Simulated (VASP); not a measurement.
# Ni (P6_3/mmc) in VASP: a series of runs

Ni is run at these levels: r2SCANh, RPBE+D4, revPBE, PBE; tasks: single point.

Program: VASP 6.6.1. These are calculated values, not measurements. Logs are shortened: lines on timing, memory, paths and dates and some standing lists are left out, and cuts for length are marked.

## 1. The cell of the first run

It takes space group P6_3/mmc (No. 194, hexagonal). Conventional cell: a = 2.448 Å, b = 2.448 Å, c = 4.073 Å, α = 90.00°, β = 90.00°, γ = 120.00°. Ni (site symmetry -6m2) has 12 Ni at 2.45 to 2.48 Å within 3.2 Å.

This isn't the form of Ni at room conditions, which is fcc.

## 2. Single point, r2SCANh, collinear spin, ferromagnetic start

POSCAR

```
Ni
1.0
    2.4480228978      0.0000000000      0.0000000000
   -1.2240114489      2.1200500186      0.0000000000
    0.0000000000      0.0000000000      4.0728075700
Ni
2
Direct
    0.6666666667      0.3333333333      0.7500000000
    0.3333333333      0.6666666667      0.2500000000
```

INCAR.step1

```
ALGO = Normal
EDIFF = 1E-5
ENCUT = 520
GGA = PE
ISIF = 2
ISMEAR = -1
ISPIN = 2
LASPH = T
LMAXMIX = 4
LORBIT = 11
LREAL = F
LWAVE = T
MAGMOM = 1 1
NBANDS = 21
NELM = 150
PREC = Accurate
SIGMA = 0.05
```

INCAR.step2

```
AEXX = 0.1
ALGO = Normal
EDIFF = 1E-6
ENCUT = 520
ISIF = 2
ISMEAR = -1
ISPIN = 2
ISTART = 1
LASPH = T
LCHARG = T
LELF = T
LHFCALC = T
LMAXMIX = 4
LMIXTAU = T
LORBIT = 11
LREAL = F
LVHAR = T
LWAVE = F
MAGMOM = 1 1
METAGGA = R2SCAN
NBANDS = 21
NELM = 150
PREC = Accurate
PRECFOCK = Normal
SIGMA = 0.05
```

KPOINTS

```
k-points
0
Gamma
  6 6 4
```

Potentials or basis: VASP PAW PBE potentials, release 64 (Ni).

Command:

```sh
cat potpaw_PBE.64/Ni/POTCAR > POTCAR
cp INCAR.step1 INCAR
mpirun -np 1 vasp_std > vasp.out
cp INCAR.step2 INCAR
mpirun -np 1 vasp_std > vasp.out
```

OUTCAR:

```text
AEXX = 0.1
   EDIFF = 1E-6
   ENCUT = 520
   ISIF = 2
   ISMEAR = -1
   ISPIN = 2
   ISTART = 1
   LASPH = T
   LHFCALC = T
   LORBIT = 11
   LREAL = F
   METAGGA = R2SCAN
   NELM = 150
   PREC = Accurate
   PRECFOCK = Normal

 ion  position               nearest neighbor table
   1  0.667  0.333  0.750-   2 2.48   2 2.48   2 2.48   2 2.48   2 2.48   2 2.48
   2  0.333  0.667  0.250-   1 2.48   1 2.48   1 2.48   1 2.48   1 2.48   1 2.48

  LATTYP: Found a hexagonal cell.
 ALAT       =     2.4480228978
 C/A-ratio  =     1.6637130207

  Lattice vectors:

 A1 = (   2.4480228978,   0.0000000000,   0.0000000000)
 A2 = (  -1.2240114489,   2.1200500186,   0.0000000000)
 A3 = (   0.0000000000,   0.0000000000,   4.0728075700)

Analysis of symmetry for initial positions (statically):
=====================================================================
 Subroutine PRICEL returns:
 Original cell was already a primitive cell.

 Routine SETGRP: Setting up the symmetry group for a
 hexagonal supercell.

 Subroutine GETGRP returns: Found 24 space group operations
 (whereof 12 operations were pure point group operations)
 out of a pool of 24 trial point group operations.

The static configuration has the point symmetry D_3d.
 The point group associated with its full space group is D_6h.

Analysis of symmetry for dynamics (positions and initial velocities):
=====================================================================
 Subroutine PRICEL returns:
 Original cell was already a primitive cell.

 Routine SETGRP: Setting up the symmetry group for a
 hexagonal supercell.

 Subroutine GETGRP returns: Found 24 space group operations
 (whereof 12 operations were pure point group operations)
 out of a pool of 24 trial point group operations.

The dynamic configuration has the point symmetry D_3d.
 The point group associated with its full space group is D_6h.

Analysis of structural, dynamic, and magnetic symmetry:
=====================================================================
 Subroutine PRICEL returns:
 Original cell was already a primitive cell.

 Routine SETGRP: Setting up the symmetry group for a
 hexagonal supercell.

 Subroutine GETGRP returns: Found 24 space group operations
 (whereof 12 operations were pure point group operations)
 out of a pool of 24 trial point group operations.

The overall configuration has the point symmetry D_3d.
 The point group associated with its full space group is D_6h.

 Subroutine INISYM returns: Found 24 space group operations
 (whereof 12 operations are pure point group operations),
 and found     1 'primitive' translations

----------------------------------------------------------------------------------------

                                     Primitive cell

  volume of cell :      21.1376

  direct lattice vectors                    reciprocal lattice vectors
     2.448022898  0.000000000  0.000000000     0.408492911  0.235843492  0.000000000
    -1.224011449  2.120050019  0.000000000     0.000000000  0.471686984  0.000000000
     0.000000000  0.000000000  4.072807570     0.000000000  0.000000000  0.245530873

  length of vectors
     2.448022898  2.448022898  4.072807570     0.471686984  0.471686984  0.245530873

  position of ions in fractional coordinates (direct lattice)
     0.666666667  0.333333333  0.750000000
     0.333333333  0.666666667  0.250000000

  ion indices of the primitive-cell ions
   primitive index   ion index
                 1           1
                 2           2

----------------------------------------------------------------------------------------

 KPOINTS: k-points

Automatic generation of k-mesh.
 Grid dimensions read from file:
 generate k-points for:    6    6    4

 Generating k-lattice:

  Cartesian coordinates                     Fractional coordinates (reciprocal lattice)
     0.068082152  0.039307249  0.000000000     0.166666667 -0.000000000  0.000000000
     0.000000000  0.078614497  0.000000000     0.000000000  0.166666667  0.000000000
     0.000000000  0.000000000  0.061382718     0.000000000  0.000000000  0.250000000

  Length of vectors
     0.078614497  0.078614497  0.061382718

  Shift w.r.t. Gamma in fractional coordinates (k-lattice)
     0.000000000  0.000000000  0.000000000

 Subroutine IBZKPT returns following result:
 ===========================================

 Found     21 irreducible k-points:

 Following reciprocal coordinates:
            Coordinates               Weight
  0.000000  0.000000  0.000000      1.000000
  0.166667 -0.000000  0.000000      6.000000
  0.333333 -0.000000  0.000000      6.000000
  0.500000 -0.000000  0.000000      3.000000
  0.166667  0.166667  0.000000      6.000000
  0.333333  0.166667  0.000000     12.000000
[... 13 lines left out ...]
  0.333333  0.166667  0.500000     12.000000
  0.333333  0.333333  0.500000      2.000000
   k-points           NKPTS =     21   k-points in BZ     NKDIM =    144   number of bands    NBANDS=     21
   number of dos      NEDOS =    301   number of ions     NIONS =      2
   total plane-waves  NPLWV =   9720
   dimension x,y,z NGX =    18 NGY =   18 NGZ =   30
   dimension x,y,z NGXF=    36 NGYF=   36 NGZF=   60
   ions per type =               2
   NGX,Y,Z   is equivalent  to a cutoff of  12.22, 12.22, 12.25 a.u.
   NGXF,Y,Z  is equivalent  to a cutoff of  24.45, 24.45, 24.49 a.u.
 SYSTEM =  unknown system
   PREC   = accura    normal or accurate (medium, high low for compatibility)
   ISTART =      1    job   : 0-new  1-cont  2-samecut
   ICHARG =      0    charge: 1-file 2-atom 10-const
   ISPIN  =      2    spin polarized calculation?
   LNONCOLLINEAR =      F non collinear calculations
   LSORBIT =      F    spin-orbit coupling
   LASPH  =      T    aspherical Exc in radial PAW
   ENCUT  =  520.0 eV  38.22 Ry    6.18 a.u.   4.55  4.55  7.57*2*pi/ulx,y,z
   NELM   =    150;   NELMIN=  2; NELMDL=  0     # of ELM steps
   EDIFF  = 0.1E-05   stopping-criterion for ELM
   LREAL  =      F    real-space projection
   EDIFFG = 0.1E-04   stopping-criterion for IOM
   NSW    =      0    number of steps for IOM
   IBRION =     -1    ionic relax: 0-MD 1-quasi-New 2-CG
   NFREE  =      0    steps in history (QN), initial steepest desc. (CG)
   ISIF   =      2    stress and relaxation
   ISYM   =      3    0-nonsym 1-usesym 2-fastsym
   POTIM  = 0.5000    time-step for ionic-motion
   TEBEG  =    0.0;   TEEND  =   0.0 temperature during run
   PSTRESS=    0.0 pullay stress
   NELECT =      20.0000    total number of electrons
   NUPDOWN=      -1.0000    fix difference up-down
   EMIN   =  10.00;   EMAX   =-10.00  energy-range for DOS
   EFERMI =   0.00;   METHOD = LEGACY
   ISMEAR =    -1;   SIGMA  =   0.05  broadening in eV -4-tet -1-fermi 0-gaus
   EFERMI_NEDOS =   21; number of points for ismear=-14 and -15
   IALGO  =     38    algorithm
   IMIX   =      1    mixing-type and parameters
     AMIX     =   0.40;   BMIX     =  1.00
     AMIX_MAG =   1.60;   BMIX_MAG =  1.00
  volume/ion in A,a.u.               =      10.57        71.32
  Fermi-wavevector in a.u.,A,eV,Ry     =   1.607187  3.037143 35.144518  2.583049
  Thomas-Fermi vector in A             =   2.703255
   LORBIT       =     11    0 simple, 1 ext, 2 COOP (PROOUT), +10 PAW based schemes
   METAGGA = R2SCAN    functional components
   LHFCALC =     T    Hartree Fock is set to
   PRECFOCK=normal    Normal, Fast or Accurate (Low or Medium for compatibility)
   ENCUT4O =  -1.0   cutoff for four orbital integrals eV
   NKREDX  =     1    reduce k-point grid by
   NKREDY  =     1    reduce k-point grid by
   NKREDZ  =     1    reduce k-point grid by
   AEXX    =    0.1000 exact exchange contribution
   HFSCREEN=    0.0000 screening length (either q_TF or 0.3 A-1)
   HFSCREENC=   0.0000 screening length for correlation (either q_TF or 0.3 A-1)
   ENCUTFOCK=  -1.0 apply spherical cutoff to Coloumb kernel
   IVDW    =     0    specifies the selected vdW correction
   LEPSILON=     F    determine dielectric tensor
   LRPA    =     F    only Hartree local field effects (RPA)
 spin polarized calculation
  energy-cutoff  :      520.00
  volume of cell :       21.14
 maximum number of plane-waves:       592
  NGX = 14; NGY = 14; NGZ = 24

 number of electron      19.9999994 magnetization       1.4417175

 Free energy of the ion-electron system (eV)
  ---------------------------------------------------
  ext. energy  EPLUGINS =         0.00000000
  ---------------------------------------------------
  free energy    TOTEN  =       -23.67806885 eV

  energy without entropy =      -23.67273925  energy(sigma->0) =      -23.67540405

 E-fermi :   9.5521     XC(G=0): -13.2392

 val. band max:        9.4025209829   @ k =   0.1667   0.1667   0.5000
 cond. band min:       9.5551532070   @ k =   0.1667  -0.0000   0.2500
 fundamental gap:      0.1526322241
 Fermi energy:         9.5520840253

 spin component 1

 k-point     1 :       0.0000    0.0000    0.0000
  band No.  band energies     occupation
      1      -0.4585      1.00000
      2       3.5346      1.00000
      3       5.8712      1.00000
      4       6.1083      1.00000
      5       6.1085      1.00000
      6       6.3778      1.00000
[... 477 lines left out ...]
      4       4.9580      1.00000
      5       5.7885      1.00000
      6       5.7885      1.00000
[... 13 lines left out ...]
     20      34.5469      0.00000
     21      38.6911      0.00000
 Fermi energy:         9.5520840253

 spin component 2

 k-point     1 :       0.0000    0.0000    0.0000
  band No.  band energies     occupation
      1      -0.8215      1.00000
      2       4.1103      1.00000
      3       7.0729      1.00000
      4       7.3285      1.00000
      5       7.3286      1.00000
      6       7.6383      1.00000
[... 478 lines left out ...]
      5       6.6804      1.00000
      6       6.6804      1.00000
[... 13 lines left out ...]
     20      34.6005      0.00000
     21      38.8244      0.00000

------------------------ aborting loop because EDIFF is reached ----------------------------------------

  FORCE on cell =-STRESS in cart. coord.  units (eV):
  Direction    XX          YY          ZZ          XY          YZ          ZX
  --------------------------------------------------------------------------------------
  -------------------------------------------------------------------------------------
  Total       -0.1708893     -0.1708893     -0.7436033     -0.0000000      0.0000000      0.0000000
  in kB      -12.9529922    -12.9529922    -56.3633042     -0.0000000      0.0000000      0.0000000
  external PRESSURE =     -27.4230962 kB  Pullay stress =       0.0000000 kB

 VOLUME and BASIS-vectors are now :
 -----------------------------------------------------------------------------
  energy-cutoff  :      520.00
  volume of cell :       21.14
      direct lattice vectors                 reciprocal lattice vectors
     2.448022898  0.000000000  0.000000000     0.408492911  0.235843492  0.000000000
    -1.224011449  2.120050019  0.000000000     0.000000000  0.471686984  0.000000000
     0.000000000  0.000000000  4.072807570     0.000000000  0.000000000  0.245530873

 POSITION                                       TOTAL-FORCE (eV/Angst)
 -----------------------------------------------------------------------------------
      1.22401      0.70668      3.05461        -0.000000      0.000000     -0.000000
     -0.00000      1.41337      1.01820         0.000000      0.000000      0.000000
 -----------------------------------------------------------------------------------
    total drift:                                0.000000     -0.000000      0.000000

  FREE ENERGIE OF THE ION-ELECTRON SYSTEM (eV)
  ---------------------------------------------------
  free  energy   TOTEN  =       -23.6780688460 eV

  energy  without entropy=      -23.6727392545  energy(sigma->0) =      -23.67540405

 total charge

# of ion       s       p       d       tot
------------------------------------------
    1        0.515   0.527   8.370   9.412
    2        0.515   0.527   8.370   9.412
--------------------------------------------------
tot          1.031   1.054  16.739  18.824

 magnetization (x)

# of ion       s       p       d       tot
------------------------------------------
    1       -0.009  -0.056   0.813   0.748
    2       -0.009  -0.056   0.813   0.748
--------------------------------------------------
tot         -0.018  -0.112   1.627   1.497
```

Wall time 2.8 h (1 thread of Intel Xeon Platinum 8259CL at 2.50GHz (Skylake/Cascade Lake), shared host); peak memory 0.16 GiB.

What came out:

```
Free energy                                           : -23.6781 eV
Pressure                                              : -2.7 GPa
Net moment                                            : 1.44 μB per cell
Site moments                                          : Ni +0.75 μB
Valence electrons inside the program's atomic spheres : Ni 9.41
```

Caveat: the k points lie up to 0.49 Å⁻¹ apart; the PAW data sets were made with another functional, which shifts forces and pressure a little.

## 3. Single point, RPBE+D4, collinear spin, ferromagnetic start

INCAR

```
PREC = Accurate
ENCUT = 690
EDIFF = 1E-6
ISMEAR = -1
SIGMA = 0.05
LREAL = F
LASPH = T
NELM = 200
ALGO = Normal
ISIF = 2
LWAVE = F
LCHARG = F
ISPIN = 2
MAGMOM = 1 1
LORBIT = 11
LMAXMIX = 4
GGA = RP
IVDW = 13
NBANDS = 29
GGA_COMPAT = F
```

KPOINTS

```
Automatic mesh
0
Gamma
  12 12 7
```

POSCAR

```
Ni
1.0
    2.4592807565      0.0000000000      0.0000000000
   -1.2296403783      2.1297996102      0.0000000000
    0.0000000000      0.0000000000      4.0287679684
Ni
2
Direct
    0.6666666667      0.3333333333      0.7500000000
    0.3333333333      0.6666666667      0.2500000000
```

Potentials or basis: VASP PAW PBE potentials, release 64 (Ni_sv_GW).

Command:

```sh
cat potpaw_PBE.64/Ni_sv_GW/POTCAR > POTCAR
mpirun -np 1 vasp_std > vasp.out
```

Run time: 2.1 min. Hardware: 1 thread of Intel Xeon Platinum 8259CL at 2.50GHz (Skylake/Cascade Lake), shared host; peak memory 0.25 GiB.

Results (log left out):

```yaml
Free_energy: -13.4972 eV
Pressure: -1.0 GPa
Net_moment: 1.32 μB per cell
Site_moments: Ni +0.70 μB
Valence_electrons_inside_the_program's_atomic_spheres: Ni 16.37
Dispersion_energy_per_atom: -0.928 eV
```

Stress tensor (GPa, compression positive):
```
-1.03  0.00  0.00
 0.00 -1.03  0.00
 0.00  0.00 -0.92
```

Levels at points of the mesh, in eV from the Fermi level:
Spin up:
```tsv
k point	band 15	band 16	band 17	band 18	band 19	band 20	band 21	band 22	band 23	band 24
(0.00, 0.00, 0.00)	-2.20	-1.77	-1.77	-0.78	-0.78	-0.52	5.76	22.58	24.85	24.85
(0.50, 0.00, 0.00)	-2.17	-0.68	-0.59	-0.55	1.11	3.06	9.42	10.01	12.49	13.55
```
Spin down:
```tsv
k point	band 15	band 16	band 17	band 18	band 19	band 20	band 21	band 22
(0.00, 0.00, 0.00)	-1.45	-1.05	-1.05	-0.60	-0.01	-0.01	6.19	22.41
(0.50, 0.00, 0.00)	-1.45	0.16	0.19	0.30	1.64	3.46	9.53	10.12
```

Caveat: the PAW data sets were made with another functional, which shifts forces and pressure a little.

## 4. Single point, revPBE, collinear spin, ferromagnetic start

INCAR

```
PREC = Accurate
ENCUT = 690
EDIFF = 1E-6
ISMEAR = -1
SIGMA = 0.05
LREAL = False
LASPH = True
NELM = 200
ALGO = Normal
ISIF = 2
LWAVE = False
LCHARG = False
ISPIN = 2
MAGMOM = 1 1
LORBIT = 11
LMAXMIX = 4
GGA = RE
NBANDS = 29
GGA_COMPAT = False
```

KPOINTS

```
regular mesh
0
Gamma
  12 12 7
```

POSCAR

```
Ni
1.0
    2.4480228978      0.0000000000      0.0000000000
   -1.2240114489      2.1200500186      0.0000000000
    0.0000000000      0.0000000000      4.0728075700
Ni
2
Direct
    0.6666666667      0.3333333333      0.7500000000
    0.3333333333      0.6666666667      0.2500000000
```

Command:

```sh
cat potpaw_PBE.64/Ni_sv_GW/POTCAR > POTCAR
mpirun -np 1 vasp_std > vasp.out
```

It took 3 min on 1 thread of AMD EPYC 7R13 (Zen 3), shared host; peak memory 0.22 GiB.

The run converged. Its results:

- Free energy: -11.8875 eV
- Pressure: 10.4 GPa
- Net moment: 1.31 μB per cell
- Site moments: Ni +0.69 μB
- Valence electrons inside the program's atomic spheres: Ni 16.37

Stress tensor (GPa, compression positive):
```
11.74  0.00  0.00
 0.00 11.74  0.00
 0.00  0.00  7.67
```

Levels at points of the mesh, in eV from the Fermi level:
Spin up:
| k point | band 16 | band 17 | band 18 | band 19 | band 20 | band 21 | band 22 | band 23 |
| --- | --- | --- | --- | --- | --- | --- | --- | --- |
| (0.00, 0.00, 0.00) | -1.69 | -1.69 | -0.75 | -0.75 | -0.66 | 5.53 | 22.80 | 25.06 |
| (0.50, 0.00, 0.00) | -0.64 | -0.59 | -0.52 | 1.15 | 3.11 | 9.34 | 9.89 | 12.41 |
Spin down:
| k point | band 13 | band 14 | band 15 | band 16 | band 17 | band 18 | band 19 | band 20 | band 21 | band 22 |
| --- | --- | --- | --- | --- | --- | --- | --- | --- | --- | --- |
| (0.00, 0.00, 0.00) | -1.75 | -1.46 | -1.46 | -0.99 | -0.99 | -0.74 | -0.01 | -0.01 | 5.98 | 22.64 |
| (0.50, 0.00, 0.00) | -1.88 | -1.81 | -1.47 | 0.16 | 0.20 | 0.32 | 1.67 | 3.51 | 9.44 | 10.01 |

Caveat: the cell stands under pressure; the PAW data sets were made with another functional, which shifts forces and pressure a little.

(Continued in part 2 of 2.)
